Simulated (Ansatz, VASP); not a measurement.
## One calculation of W, two programs

The input INCAR:

```
SYSTEM = W
PREC     = Accurate       ! precision mode
ENCUT    = 520            ! plane-wave cutoff, eV
EDIFF    = 1E-6           ! SCF threshold, eV
ISMEAR   = 0              ! smearing method
SIGMA    = 0.15           ! smearing width, eV
LREAL    = .False.        ! projectors in reciprocal space
LASPH    = .True.         ! aspherical terms in the spheres
NELM     = 100            ! most SCF steps
ALGO     = Normal         ! electronic algorithm
ISIF     = 2              ! what is computed and relaxed
LWAVE    = .False.        ! write WAVECAR
LCHARG   = .False.        ! write CHGCAR
GGA      = PE             ! functional
NBANDS   = 13             ! bands
```

Contents of KPOINTS:

```
regular mesh
0
Gamma
  20 20 20
  0 0 0
```

Contents of POSCAR:

```
W
1.0
   -1.4695160000      1.4695160000      1.5973000000
    1.4695160000     -1.4695160000      1.5973000000
    1.4695160000      1.4695160000     -1.5973000000
W
1
Direct
    0.0000000000      0.0000000000      0.0000000000
```

Input for Ansatz:

```yaml
crystal:
  lattice:
    - [-1.469516, 1.469516, 1.5973]
    - [1.469516, -1.469516, 1.5973]
    - [1.469516, 1.469516, -1.5973]
  atoms:
    - { symbol: W, position: [0.0, 0.0, 0.0] }
basis:
  ecutwfc: 420
kpoints:
  mp_grid: { grid: [20, 20, 20] }
hamiltonian:
  xc: pbe
scf:
  occupations: { method: gaussian, width: 0.15 }
output:
  forces: true
  stress: true
  eigenvalues: true
```

Change from the starting cell: strain -0.080 along x and y, +0.000 along z, atoms carried along.

Alike in both runs: task single point; functional PBE; k mesh 20 × 20 × 20; occupations gaussian, width 0.15 eV; no spin polarisation.

```csv
,VASP,Ansatz
version,VASP 6.6.1,Ansatz 0.2.0
potentials or method,"VASP PAW PBE potentials, release 64 (W_sv), cutoff 520 eV","scalar-relativistic, plane waves, PAW"
valence electrons in the cell,14,14
```

|  | VASP | Ansatz | Ansatz less VASP |
| --- | --- | --- | --- |
| gap on the k mesh at the Fermi level (eV) | none | none | - |
| pressure (GPa) | 68.3 | 66.8 | -1.54 |
| traceless stress, the component that is largest in VASP (GPa) | -22.53 | -22.58 | -0.053 |

A gap of «none» marks a metal or a gap that the smearing closes. Both programs put the cell under a high pressure, so it lies far from rest at this level.

Neither program's run includes spin-orbit coupling. Noted on VASP's run: the cell as given lies far from equilibrium.
